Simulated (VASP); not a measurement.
ZnPd5Au: single point with r2SCAN

Crystal: ZnPd5Au.

```xyz
7
Lattice="3.8010 0.0000 0.0000 0.0000 3.8010 0.0000 0.0000 0.0000 6.6759" Properties=species:S:1:pos:R:3 pbc="T T T"
Pd    1.9005    0.0000    4.8480
Pd    0.0000    1.9005    4.8480
Pd    1.9005    0.0000    1.8278
Pd    0.0000    1.9005    1.8278
Pd    0.0000    0.0000    0.0000
Zn    1.9005    1.9005    0.0000
Au    0.0000    0.0000    3.3379
```

```
Program             : VASP 6.6.1
Task                : single point
Functional          : r2SCAN
Potentials or basis : VASP PAW PBE potentials, release 64 (Pd, Zn, Au)
Cutoff              : 520 eV
k mesh              : 7 × 7 × 4
Occupations         : tetrahedron
Spin                : no spin polarisation
```

```
Pressure      : 44.0 GPa
Largest force : 2.298 eV/Å
```

Forces on the atoms (eV/Å):
```
Pd   0.000  0.000  2.298
Pd   0.000  0.000  2.298
Pd   0.000  0.000 -2.298
Pd   0.000  0.000 -2.298
Pd   0.000  0.000  0.000
Zn   0.000  0.000  0.000
Au   0.000  0.000  0.000
```

Stress tensor (GPa, compression positive):
```
43.20  0.00  0.00
 0.00 43.20  0.00
 0.00  0.00 45.66
```

Levels at points of the mesh, in eV from the Fermi level:
```tsv
k point	band 33	band 34	band 35	band 36	band 37	band 38	band 39	band 40
(0.00, 0.00, 0.00)	-0.98	-0.01	0.10	0.12	0.60	0.60	2.44	2.44
(0.00, 0.00, 0.50)	-1.20	-0.44	-0.40	0.11	0.12	1.00	3.64	4.97
```

Run time: 5.5 min on 1 thread of Intel(R) Xeon(R) Platinum 8488C (Sapphire Rapids), with other jobs on the host, peak memory 0.28 GiB.

Caveat: the PAW data sets were made with another functional, which shifts forces and pressure a little; spin-orbit coupling is left out, which moves the levels of the heavy elements; tetrahedron occupations give inexact forces and stress in metals.
